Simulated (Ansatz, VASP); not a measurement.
**F: VASP beside Ansatz**

```
F
1.0
     3.10048   -1.78195   -0.23914
     3.10048    1.78195   -0.23914
    -2.33133    0.00000    7.13624
F
4
Direct
  0.08485 0.08485 0.09001
  0.91515 0.91515 0.90999
  0.50157 0.50157 0.59372
  0.49843 0.49843 0.40628
```

Alike in both runs: task single point; functional PBEsol; k mesh 4 × 4 × 2; occupations gaussian, width 0.05 eV; no spin polarisation.

```csv
,VASP,Ansatz
version,VASP 6.6.1,Ansatz 0.2.0
potentials or method,"VASP PAW PBE potentials, release 64 (F), cutoff 520 eV","scalar-relativistic, plane waves, PAW"
valence electrons in the cell,28,28
```

Ansatz gave:

```
gap on the k mesh at the Fermi level (eV)                     : 3.18
least direct gap on the mesh (eV)                             : 3.24
pressure (GPa)                                                : 1.7
traceless stress, the component that is largest in VASP (GPa) : 2.24
rms of the force components (eV/Å)                            : 0.717
```

Task: Which values does VASP return?

Result: gap on the k mesh at the Fermi level (eV): 3.10; least direct gap on the mesh (eV): 3.16; pressure (GPa): 2.1; traceless stress, the component that is largest in VASP (GPa): 3.70; rms of the force components (eV/Å): 0.952.

VASP's potentials were made for PBE, not for PBEsol. Atom by atom the forces differ by 0.281 eV/Å (rms over components).

The k mesh is coarse, so the values compare programs but aren't converged.
